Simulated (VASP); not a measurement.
# Pb (C2/m) in VASP: a series of runs, part 2 of 2

VASP 6.6.1. The steps go on from the part before.

## 3. Single point, LDA (30.47 Å³/atom)

This run uses another cell than the first one, of 30.47 Å³/atom.

Input file INCAR:

```
PREC = Accurate ; ENCUT = 520
EDIFF = 1E-7 ; ISMEAR = -1
SIGMA = 0.05 ; LREAL = F
LASPH = T ; NELM = 60
ALGO = Fast ; ISIF = 2
LWAVE = F ; LCHARG = F
NBANDS = 21
```

Input file KPOINTS:

```
regular mesh
0
Gamma
  9 9 5
```

Input file POSCAR:

```
Pb
1.0
    2.9765770244     -1.7145891186      0.0000000000
    2.9765770244      1.7145891186      0.0000000000
   -2.0722778132      0.0000000000      5.9707976096
Pb
2
Direct
    0.9085084100      0.9085084100      0.7262922000
    0.0914915900      0.0914915900      0.2737078000
```

Potentials or basis: VASP PAW LDA potentials, release 64 (Pb_d).

Started as:

```bash
$ cat potpaw_LDA.64/Pb_d/POTCAR > POTCAR
$ mpirun -np 1 vasp_std > vasp.out
```

OUTCAR:

```text
PREC = Accurate
   ENCUT = 520
   EDIFF = 1E-7
   ISMEAR = -1
   LREAL = F
   LASPH = T
   NELM = 60
   ISIF = 2

 ion  position               nearest neighbor table
   1  0.909  0.909  0.726-   2 3.27   2 3.34   2 3.34   2 3.38
   2  0.091  0.091  0.274-   1 3.27   1 3.34   1 3.34   1 3.38

  LATTYP: Found a base centered monoclinic cell.
 ALAT       =     5.9531540488
 B/A-ratio  =     0.5760271293
 C/A-ratio  =     1.0616534713
 COS(beta)  =    -0.3278823751

  Lattice vectors:

 A1 = (   2.9765770244,  -1.7145891186,   0.0000000000)
 A2 = (   2.9765770244,   1.7145891186,   0.0000000000)
 A3 = (  -2.0722778132,   0.0000000000,   5.9707976096)

Analysis of symmetry for initial positions (statically):
=====================================================================
 Subroutine PRICEL returns:
 Original cell was already a primitive cell.

 Routine SETGRP: Setting up the symmetry group for a
 base centered monoclinic supercell.

 Subroutine GETGRP returns: Found  4 space group operations
 (whereof  4 operations were pure point group operations)
 out of a pool of  4 trial point group operations.

The static configuration has the point symmetry C_2h.
[... 158 lines left out ...]
  free energy    TOTEN  =        -8.39117766 eV

  energy without entropy =       -8.38358877  energy(sigma->0) =       -8.38738321

 E-fermi :   6.8829     XC(G=0): -10.3850

 val. band max:        6.8780095855   @ k =  -0.3333  -0.3333   0.2000
 cond. band min:       6.8854119683   @ k =   0.3333   0.2222  -0.0000
 fundamental gap:      0.0074023828
 Fermi energy:         6.8829022584

 k-point     1 :       0.0000    0.0000    0.0000
  band No.  band energies     occupation
      1     -10.2262      2.00000
      2     -10.0835      2.00000
      3     -10.0824      2.00000
      4     -10.0791      2.00000
      5     -10.0775      2.00000
      6     -10.0712      2.00000
[... 565 lines left out ...]
     20      14.2836      0.00000
     21      15.9775      0.00000

 [... further k-points ...]

------------------------ aborting loop because EDIFF is reached ----------------------------------------

  FORCE on cell =-STRESS in cart. coord.  units (eV):
  Direction    XX          YY          ZZ          XY          YZ          ZX
  --------------------------------------------------------------------------------------
  -------------------------------------------------------------------------------------
  Total       -0.2574828     -0.2137186     -0.2597749      0.0000000      0.0000000      0.0138201
  in kB       -6.7689195     -5.6184095     -6.8291762      0.0000000      0.0000000      0.3633133
  external PRESSURE =      -6.4055017 kB  Pullay stress =       0.0000000 kB

 VOLUME and BASIS-vectors are now :
 -----------------------------------------------------------------------------
  energy-cutoff  :      520.00
  volume of cell :       60.95
      direct lattice vectors                 reciprocal lattice vectors
     2.976577024 -1.714589119  0.000000000     0.167978183 -0.291615055  0.058299993
     2.976577024  1.714589119  0.000000000     0.167978183  0.291615055  0.058299993
    -2.072277813  0.000000000  5.970797610     0.000000000  0.000000000  0.167481812

 POSITION                                       TOTAL-FORCE (eV/Angst)
 -----------------------------------------------------------------------------------
      3.90341      0.00000      4.33654         0.028836      0.000000     -0.055320
     -0.02254      0.00000      1.63425        -0.028836      0.000000      0.055320
 -----------------------------------------------------------------------------------
    total drift:                                0.000000      0.000000     -0.000000

  FREE ENERGIE OF THE ION-ELECTRON SYSTEM (eV)
  ---------------------------------------------------
  free  energy   TOTEN  =        -8.3911776634 eV

  energy  without entropy=       -8.3835887659  energy(sigma->0) =       -8.38738321
```

stdout:

```text
POSCAR found type information on POSCAR Pb
 POSCAR found :  1 types and       2 ions
 scaLAPACK will be used
 LDA part: xc-table for (Slater(with rela. corr.)+CA(PZ))
 , standard interpolation
 POSCAR, INCAR and KPOINTS ok, starting setup
 FFT: planning ... GRIDC
 FFT: planning ... GRID_SOFT
 FFT: planning ... GRID
 WAVECAR not read
 entering main loop
```

Wall time 72 s (1 thread of Intel Xeon 6975P-C (Granite Rapids), shared host); peak memory 0.24 GiB.

Results:

- Free energy: -8.3912 eV
- Pressure: -0.6 GPa
- Largest force: 0.062 eV/Å
- Band gap on the k mesh: zero (bands 14 and 15 overlap by 8.03 eV)

Forces in eV/Å, atoms in the order of the input:
```
Pb   0.029  0.000 -0.055
Pb  -0.029  0.000  0.055
```

Stress tensor (GPa, compression positive):
```
-0.68  0.00  0.04
 0.00 -0.56  0.00
 0.04  0.00 -0.68
```

Caveat: spin-orbit coupling is left out, which moves the levels of the heavy elements.

## 4. Single point, LDA (31.12 Å³/atom)

This run uses another cell than the first one, of 31.12 Å³/atom.

Input file INCAR:

```
SYSTEM = Pb
PREC = Accurate
ENCUT = 520
EDIFF = 1E-6
ISMEAR = -1
SIGMA = 0.05
LREAL = .False.
LASPH = .True.
NELM = 60
ALGO = Fast
ISIF = 2
LWAVE = .False.
LCHARG = .False.
GGA = CA
NBANDS = 21
```

Input file KPOINTS:

```
regular mesh
0
Gamma
  9 9 5
  0 0 0
```

Input file POSCAR:

```
Pb
1.0
    2.9975395250     -1.7266640877      0.0000000000
    2.9975395250      1.7266640877      0.0000000000
   -2.0868717998      0.0000000000      6.0128468655
Pb
2
Direct
    0.9085084100      0.9085084100      0.7262922000
    0.0914915900      0.0914915900      0.2737078000
```

Started as:

```bash
$ cat potpaw_LDA.64/Pb_d/POTCAR > POTCAR
$ mpirun -np 1 vasp_std > vasp.out
```

Run time: 56 s. Hardware: 1 thread of Intel Xeon 6975P-C (Granite Rapids), shared host; peak memory 0.24 GiB.

Results (log left out):

```
Free energy            : -8.3828 eV
Pressure               : -1.6 GPa
Largest force          : 0.101 eV/Å
Band gap on the k mesh : zero (bands 14 and 15 overlap by 7.86 eV)
```

Forces in eV/Å, atoms in the order of the input:
```
Pb   0.027  0.000 -0.097
Pb  -0.027  0.000  0.097
```

Stress tensor (GPa, compression positive):
```
-1.57  0.00  0.02
 0.00 -1.51  0.00
 0.02  0.00 -1.62
```

Levels at points of the mesh, in eV from the Fermi level:
```csv
k point,band 10,band 11,band 12,band 13,band 14,band 15,band 16,band 17,band 18,band 19
"(0.00, 0.00, 0.00)",-16.73,-11.72,-8.44,-4.15,6.45,6.67,6.73,6.77,6.89,9.48
```

Caveat: spin-orbit coupling is left out, which moves the levels of the heavy elements.

## 5. Summary

```csv
cell,smearing,further INCAR settings,gap on the mesh (eV),pressure (GPa),largest force (eV/Å)
"a = 3.507, b = 3.507, c = 6.452 Å, angles 106.5, 106.5, 59.9°, 2 atoms",gaussian 0.05 eV,ALGO = Fast; EDIFF = 1e-06; NBANDS = 21,none,-3.2,0.18
"a = 3.435, b = 3.435, c = 6.320 Å, angles 106.5, 106.5, 59.9°, 2 atoms",fermi-dirac 0.05 eV,ALGO = Fast; EDIFF = 1e-07; NBANDS = 21,none,-0.6,0.06
"a = 3.459, b = 3.459, c = 6.365 Å, angles 106.5, 106.5, 59.9°, 2 atoms",fermi-dirac 0.05 eV,ALGO = Fast; EDIFF = 1e-06; NBANDS = 21,none,-1.6,0.10
```

Alike in all rows: task single point; level LDA; potentials or basis VASP PAW LDA potentials, release 64 (Pb_d); no spin polarisation; k mesh 9 × 9 × 5; cutoff (eV) 520.

Caveats: spin-orbit coupling is left out, which moves the levels of the heavy elements; the cell stands under tension (at least some runs).

Total energies depend on the potentials used, so only differences within one code and one set of settings carry meaning.
